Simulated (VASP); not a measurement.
# Zr3S2 (R32) in VASP: further runs

The runs below take Zr3S2 through single point, with r2SCAN+D3(BJ), r2SCAN+rVV10, r2SCAN+D4, r2SCAN.

Program: VASP 6.6.1. These are calculated values, not measurements. Logs are shortened: lines on timing, memory, paths and dates and some standing lists are left out, and cuts for length are marked.

### 1 The cell of the first run

It takes space group R32 (No. 155, trigonal). Conventional cell: a = 5.756 Å, b = 5.756 Å, c = 10.459 Å, α = 90.00°, β = 90.00°, γ = 120.00°. Zr (site symmetry 2) has 4 S at 2.60 Å and 8 Zr at 3.30 to 3.49 Å within 3.5 Å. Within 3.5 Å of S (site symmetry 3) lie 6 Zr at 2.60 Å and 4 S at 3.32 to 3.44 Å.

### 2 Single point, r2SCAN+D3(BJ)

Contents of POSCAR:

```
Zr3S2
1.0
    2.8781288284      1.6616884538      3.4864613277
   -2.8781288284      1.6616884538      3.4864613277
    0.0000000000     -3.3233769076      3.4864613277
Zr S
3 2
Direct
    0.8386616637      0.5000000000      0.1613383363
    0.5000000000      0.1613383363      0.8386616637
    0.1613383363      0.8386616637      0.5000000000
    0.6646319026      0.6646319026      0.6646319026
    0.3353680974      0.3353680974      0.3353680974
```

Contents of INCAR.step1:

```
SYSTEM = Zr3S2
ALGO = Normal ; EDIFF = 1E-4
ENCUT = 520 ; GGA = PE
ISMEAR = -1 ; LASPH = .True.
LCHARG = .False. ; LREAL = .False.
LWAVE = .True. ; NBANDS = 32
NELM = 80 ; PREC = Accurate
SIGMA = 0.05
```

Contents of INCAR.step2:

```
SYSTEM = Zr3S2
ALGO = Normal ; EDIFF = 1E-6
ENCUT = 520 ; ISIF = 2
ISMEAR = -1 ; ISTART = 1
IVDW = 12 ; LASPH = .True.
LCHARG = .False. ; LMIXTAU = .True.
LREAL = .False. ; LWAVE = .False.
METAGGA = R2SCAN ; NBANDS = 32
NELM = 80 ; PREC = Accurate
SIGMA = 0.05 ; VDW_A1 = 0.49484001
VDW_A2 = 5.73083694 ; VDW_S6 = 1.0
VDW_S8 = 0.78981345
```

Contents of KPOINTS:

```
k-points
0
Gamma
  6 6 6
  0 0 0
```

Potentials or basis: VASP PAW PBE potentials, release 64 (Zr_sv, S).

On the command line:

```
$ cat potpaw_PBE.64/Zr_sv/POTCAR potpaw_PBE.64/S/POTCAR > POTCAR
$ cp INCAR.step1 INCAR
$ mpirun -np 1 vasp_std > vasp.out
$ cp INCAR.step2 INCAR
$ mpirun -np 1 vasp_std > vasp.out
```

OUTCAR:

```text
SYSTEM = Zr3S2
   EDIFF = 1E-6
   ENCUT = 520
   ISIF = 2
   ISMEAR = -1
   ISTART = 1
   IVDW = 12
   LASPH = .True.
   LREAL = .False.
   METAGGA = R2SCAN
   NELM = 80
   PREC = Accurate
 IVDW          = 12

 ion  position               nearest neighbor table
   1  0.839  0.500  0.161-   4 2.60   5 2.60   4 2.60   5 2.60   3 3.30   3 3.30   2 3.30   2 3.30
                             2 3.38   3 3.38   2 3.49   3 3.49
   2  0.500  0.161  0.839-   5 2.60   4 2.60   4 2.60   5 2.60   3 3.30   3 3.30   1 3.30   1 3.30
                             1 3.38   3 3.38   1 3.49   3 3.49
   3  0.161  0.839  0.500-   4 2.60   5 2.60   4 2.60   5 2.60   2 3.30   1 3.30   1 3.30   2 3.30
                             1 3.38   2 3.38   1 3.49   2 3.49
   4  0.665  0.665  0.665-   3 2.60   1 2.60   2 2.60   1 2.60   2 2.60   3 2.60
   5  0.335  0.335  0.335-   3 2.60   2 2.60   1 2.60   2 2.60   1 2.60   3 2.60

  LATTYP: Found a trigonal (rhomboedric) cell.
 ALAT       =     4.8166634364
 COS(alpha) =     0.2859019411

  Lattice vectors:

 A1 = (   2.8781288284,   1.6616884538,   3.4864613277)
 A2 = (  -2.8781288284,   1.6616884538,   3.4864613277)
 A3 = (   0.0000000000,  -3.3233769076,   3.4864613277)

Analysis of symmetry for initial positions (statically):
=====================================================================
 Subroutine PRICEL returns:
 Original cell was already a primitive cell.

 Routine SETGRP: Setting up the symmetry group for a
 trigonal (rhombohedral) supercell.

 Subroutine GETGRP returns: Found  6 space group operations
 (whereof  6 operations were pure point group operations)
 out of a pool of 12 trial point group operations.

The static configuration has the point symmetry D_3 .

Analysis of symmetry for dynamics (positions and initial velocities):
=====================================================================
 Subroutine PRICEL returns:
 Original cell was already a primitive cell.

 Routine SETGRP: Setting up the symmetry group for a
 trigonal (rhombohedral) supercell.

 Subroutine GETGRP returns: Found  6 space group operations
 (whereof  6 operations were pure point group operations)
 out of a pool of 12 trial point group operations.

The dynamic configuration has the point symmetry D_3 .

 Subroutine INISYM returns: Found  6 space group operations
 (whereof  6 operations are pure point group operations),
 and found     1 'primitive' translations

----------------------------------------------------------------------------------------

                                     Primitive cell

  volume of cell :     100.0451

  direct lattice vectors                    reciprocal lattice vectors
     2.878128828  1.661688454  3.486461328     0.173723982  0.100299588  0.095607925
    -2.878128828  1.661688454  3.486461328    -0.173723982  0.100299588  0.095607925
     0.000000000 -3.323376908  3.486461328     0.000000000 -0.200599175  0.095607925

  length of vectors
     4.816663436  4.816663436  4.816663436     0.222218146  0.222218146  0.222218146

  position of ions in fractional coordinates (direct lattice)
     0.838661664  0.500000000  0.161338336
     0.500000000  0.161338336  0.838661664
     0.161338336  0.838661664  0.500000000
     0.664631903  0.664631903  0.664631903
     0.335368097  0.335368097  0.335368097

  ion indices of the primitive-cell ions
   primitive index   ion index
                 1           1
                 2           2
                 3           3
                 4           4
                 5           5

----------------------------------------------------------------------------------------

 KPOINTS: k-points

Automatic generation of k-mesh.
 Grid dimensions read from file:
 generate k-points for:    6    6    6

 Generating k-lattice:

  Cartesian coordinates                     Fractional coordinates (reciprocal lattice)
     0.028953997  0.016716598  0.015934654     0.166666667 -0.000000000 -0.000000000
    -0.028953997  0.016716598  0.015934654    -0.000000000  0.166666667 -0.000000000
     0.000000000 -0.033433196  0.015934654    -0.000000000 -0.000000000  0.166666667

  Length of vectors
     0.037036358  0.037036358  0.037036358

  Shift w.r.t. Gamma in fractional coordinates (k-lattice)
     0.000000000  0.000000000  0.000000000

 Subroutine IBZKPT returns following result:
 ===========================================

 Found     32 irreducible k-points:

 Following reciprocal coordinates:
            Coordinates               Weight
  0.000000  0.000000  0.000000      1.000000
  0.166667  0.000000 -0.000000      6.000000
  0.333333  0.000000 -0.000000      6.000000
  0.500000 -0.000000 -0.000000      3.000000
  0.166667  0.166667 -0.000000      6.000000
  0.333333  0.166667  0.000000     12.000000
[... 16 lines left out ...]
  0.500000  0.500000  0.166667      6.000000
 -0.333333  0.500000  0.166667     12.000000
 [... further k-points ...]
   k-points           NKPTS =     32   k-points in BZ     NKDIM =     32   number of bands    NBANDS=     32
   number of dos      NEDOS =    301   number of ions     NIONS =      5
   total plane-waves  NPLWV =  46656
   dimension x,y,z NGX =    36 NGY =   36 NGZ =   36
   dimension x,y,z NGXF=    72 NGYF=   72 NGZF=   72
   ions per type =               3   2
   NGX,Y,Z   is equivalent  to a cutoff of  12.43, 12.43, 12.43 a.u.
   NGXF,Y,Z  is equivalent  to a cutoff of  24.85, 24.85, 24.85 a.u.
 SYSTEM =  Zr3S2
   PREC   = accura    normal or accurate (medium, high low for compatibility)
   ISTART =      1    job   : 0-new  1-cont  2-samecut
   ICHARG =      0    charge: 1-file 2-atom 10-const
   ISPIN  =      1    spin polarized calculation?
   LNONCOLLINEAR =      F non collinear calculations
   LSORBIT =      F    spin-orbit coupling
   LASPH  =      T    aspherical Exc in radial PAW
   ENCUT  =  520.0 eV  38.22 Ry    6.18 a.u.   8.96  8.96  8.96*2*pi/ulx,y,z
   NELM   =     80;   NELMIN=  2; NELMDL=  0     # of ELM steps
   EDIFF  = 0.1E-05   stopping-criterion for ELM
   LREAL  =      F    real-space projection
   EDIFFG = 0.1E-04   stopping-criterion for IOM
   NSW    =      0    number of steps for IOM
   IBRION =     -1    ionic relax: 0-MD 1-quasi-New 2-CG
   NFREE  =      0    steps in history (QN), initial steepest desc. (CG)
   ISIF   =      2    stress and relaxation
   ISYM   =      2    0-nonsym 1-usesym 2-fastsym
   POTIM  = 0.5000    time-step for ionic-motion
   TEBEG  =    0.0;   TEEND  =   0.0 temperature during run
   PSTRESS=    0.0 pullay stress
   NELECT =      48.0000    total number of electrons
   NUPDOWN=      -1.0000    fix difference up-down
   EMIN   =  10.00;   EMAX   =-10.00  energy-range for DOS
   EFERMI =   0.00;   METHOD = LEGACY
   ISMEAR =    -1;   SIGMA  =   0.05  broadening in eV -4-tet -1-fermi 0-gaus
   EFERMI_NEDOS =   21; number of points for ismear=-14 and -15
   IALGO  =     38    algorithm
   IMIX   =      4    mixing-type and parameters
     AMIX     =   0.40;   BMIX     =  1.00
     AMIX_MAG =   1.60;   BMIX_MAG =  1.00
  volume/ion in A,a.u.               =      20.01       135.03
  Fermi-wavevector in a.u.,A,eV,Ry     =   1.281612  2.421896 22.347972  1.642530
  Thomas-Fermi vector in A             =   2.413972
   LORBIT       =      0    0 simple, 1 ext, 2 COOP (PROOUT), +10 PAW based schemes
   METAGGA = R2SCAN    functional components
   LHFCALC =     F    Hartree Fock is set to
   AEXX    =    0.0000 exact exchange contribution
   IVDW    =    12    specifies the selected vdW correction
   LEPSILON=     F    determine dielectric tensor
   LRPA    =     F    only Hartree local field effects (RPA)
 non-spin polarized calculation
  energy-cutoff  :      520.00
  volume of cell :      100.05
 maximum number of plane-waves:      2742
   NGX = 17   NGY = 17   NGZ = 17

 number of electron      48.0000000 magnetization

 Free energy of the ion-electron system (eV)
  ---------------------------------------------------
  ext. energy  EPLUGINS =         0.00000000
  ---------------------------------------------------
  free energy    TOTEN  =       -90.43022554 eV

  energy without entropy =      -90.41604569  energy(sigma->0) =      -90.42313561

 E-fermi :   9.1217     XC(G=0): -11.7055

 val. band max:        9.0800975834   @ k =   0.5000   0.5000  -0.0000
 cond. band min:       9.1266704096   @ k =   0.3333   0.0000  -0.0000
 fundamental gap:      0.0465728262
 Fermi energy:         9.1217402971

 k-point     1 :       0.0000    0.0000    0.0000
  band No.  band energies     occupation
      1     -41.6847      2.00000
      2     -41.5915      2.00000
      3     -41.5915      2.00000
      4     -19.1720      2.00000
      5     -19.1671      2.00000
      6     -19.1671      2.00000
[... 24 lines left out ...]
     31      12.6075      0.00000
     32      13.0942      0.00000

 k-point     2 :       0.1667    0.0000   -0.0000
  band No.  band energies     occupation
      1     -41.6780      2.00000
      2     -41.5983      2.00000
      3     -41.5914      2.00000
      4     -19.2343      2.00000
      5     -19.2250      2.00000
      6     -19.1870      2.00000
[... 24 lines left out ...]
     31      12.8409      0.00000
     32      13.0348      0.00000

 k-point     3 :       0.3333    0.0000   -0.0000
  band No.  band energies     occupation
      1     -41.6599      2.00000
      2     -41.6137      2.00000
      3     -41.5939      2.00000
      4     -19.2797      2.00000
      5     -19.2516      2.00000
      6     -19.1951      2.00000
[... 24 lines left out ...]
     31      12.8583      0.00000
     32      13.1350      0.00000

 k-point     4 :       0.5000   -0.0000   -0.0000
  band No.  band energies     occupation
      1     -41.6384      2.00000
      2     -41.6337      2.00000
      3     -41.5952      2.00000
      4     -19.2993      2.00000
      5     -19.2555      2.00000
      6     -19.1474      2.00000
[... 654 lines left out ...]
     31      12.7597      0.00000
     32      12.8428      0.00000

 k-point    23 :       0.5000    0.5000    0.1667
  band No.  band energies     occupation
      1     -41.6440      2.00000
      2     -41.6123      2.00000
      3     -41.6099      2.00000
      4     -19.3939      2.00000
      5     -19.3052      2.00000
      6     -19.1708      2.00000
[... 24 lines left out ...]
     31      12.3623      0.00000
     32      12.6912      0.00000

 k-point    24 :      -0.3333    0.5000    0.1667
  band No.  band energies     occupation
      1     -41.6298      2.00000
      2     -41.6209      2.00000
      3     -41.6158      2.00000
      4     -19.3713      2.00000
      5     -19.2965      2.00000
      6     -19.1688      2.00000
[... 24 lines left out ...]
     31      12.4391      0.00000
     32      12.7993      0.00000

 [... further k-points ...]

------------------------ aborting loop because EDIFF is reached ----------------------------------------

 Edisp (eV)   -1.13938

 E8    (eV) :    -0.4243

  FORCE on cell =-STRESS in cart. coord.  units (eV):
  Direction    XX          YY          ZZ          XY          YZ          ZX
  --------------------------------------------------------------------------------------
  -------------------------------------------------------------------------------------
  Total      -0.34967    -0.34967    -0.31272     0.00000    -0.00000     0.00000
  in kB      -5.59988    -5.59988    -5.00814     0.00000    -0.00000     0.00000
  external pressure =       -5.40 kB  Pullay stress =        0.00 kB

 VOLUME and BASIS-vectors are now :
 -----------------------------------------------------------------------------
  energy-cutoff  :      520.00
  volume of cell :      100.05
      direct lattice vectors                 reciprocal lattice vectors
     2.878128828  1.661688454  3.486461328     0.173723982  0.100299588  0.095607925
    -2.878128828  1.661688454  3.486461328    -0.173723982  0.100299588  0.095607925
     0.000000000 -3.323376908  3.486461328     0.000000000 -0.200599175  0.095607925

 POSITION                                       TOTAL-FORCE (eV/Angst)
 -----------------------------------------------------------------------------------
      0.97471      1.68825      5.22969         0.002193      0.003798      0.000000
      0.97471     -1.68825      5.22969         0.002193     -0.003798      0.000000
     -1.94942      0.00000      5.22969        -0.004386      0.000000     -0.000000
      0.00000      0.00000      6.95164        -0.000000     -0.000000     -0.007284
      0.00000      0.00000      3.50774        -0.000000     -0.000000      0.007284
 -----------------------------------------------------------------------------------
    total drift:                               -0.000000      0.000000     -0.000000

  FREE ENERGIE OF THE ION-ELECTRON SYSTEM (eV)
  ---------------------------------------------------
  free  energy   TOTEN  =       -91.5696072103 eV

  energy  without entropy=      -91.5554273562  energy(sigma->0) =      -91.56251728
```

Run time: 4.5 min. Hardware: 1 thread of Intel Xeon Platinum 8259CL at 2.50GHz (Skylake/Cascade Lake), shared host; peak memory 0.27 GiB.

What came out:

* Free energy: -91.5696 eV
* Pressure: -0.5 GPa
* Largest force: 0.007 eV/Å
* Band gap on the k mesh: zero (bands 24 and 25 overlap by 0.24 eV)
* Dispersion energy per atom: -0.228 eV

Forces in eV/Å, atoms in the order of the input:
```
Zr   0.002  0.004  0.000
Zr   0.002 -0.004  0.000
Zr  -0.004  0.000  0.000
S    0.000  0.000 -0.007
S    0.000  0.000  0.007
```

Caveat: three body term missing; the PAW data sets were made with another functional, which shifts forces and pressure a little.

(Part 1 of 2 ends here.)

The gap in the log of VASP goes by the Fermi energy; the results here count the filled bands.